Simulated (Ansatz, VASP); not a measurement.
## BN: VASP beside Ansatz

The input INCAR:

```
SYSTEM = BN
PREC = Accurate ; ENCUT = 600
EDIFF = 1E-6 ; ISMEAR = 0
SIGMA = 0.05 ; LREAL = .FALSE.
LASPH = .TRUE. ; NELM = 120
ALGO = Normal ; ISIF = 2
LWAVE = .FALSE. ; LCHARG = .FALSE.
GGA = PE ; NBANDS = 11
GGA_COMPAT = .FALSE.
```

The input KPOINTS:

```
Automatic mesh
0
G
  12 12 12
  0 0 0
```

The input POSCAR:

```
BN
1.0
    0.0000000000      1.8123485134      1.8123485134
    1.8123485134      0.0000000000      1.8123485134
    1.8123485134      1.8123485134      0.0000000000
B N
1 1
Direct
    0.0275885127     -0.0275885127     -0.0275885127
    0.7287083728      0.7712916272      0.7712916272
```

Input for Ansatz:

```yaml
crystal:
  lattice:
    - [0.0, 1.8123485134, 1.8123485134]
    - [1.8123485134, 0.0, 1.8123485134]
    - [1.8123485134, 1.8123485134, 0.0]
  atoms:
    - { symbol: B, position: [0.0275885127, -0.0275885127, -0.0275885127] }
    - { symbol: "N", position: [0.7287083728, 0.7712916272, 0.7712916272] }
basis:
  ecutwfc: 420
kpoints:
  mp_grid: { grid: [12, 12, 12] }
hamiltonian:
  xc: pbe
scf:
  occupations: { method: gaussian, width: 0.05 }
output:
  forces: true
  stress: true
  eigenvalues: true
```

Change from the starting cell: mode 4 (1026.0 1/cm) frozen in, largest displacement -0.100 Å.

Alike in both runs: task single point; functional PBE; k mesh 12 × 12 × 12; occupations gaussian, width 0.05 eV; no spin polarisation.

|  | VASP | Ansatz |
| --- | --- | --- |
| version | VASP 6.6.1 | Ansatz 0.2.0 |
| potentials or method | VASP PAW PBE potentials, release 64 (B, N), cutoff 600 eV | scalar-relativistic, plane waves, PAW |
| valence electrons in the cell | 8 | 8 |

Ansatz gave:

| Quantity | Value |
| --- | --- |
| gap on the k mesh at the Fermi level (eV) | 2.94 |
| least direct gap on the mesh (eV) | 6.98 |
| pressure (GPa) | 8.8 |
| traceless stress, the component that is largest in VASP (GPa) | 3.53 |
| rms of the force components (eV/Å) | 2.257 |

Task: What did VASP give for the same quantities?

Result: gap on the k mesh at the Fermi level (eV): 2.93; least direct gap on the mesh (eV): 6.98; pressure (GPa): 8.7; traceless stress, the component that is largest in VASP (GPa): 3.80; rms of the force components (eV/Å): 2.266.

Atom by atom the forces differ by 0.009 eV/Å (rms over components).
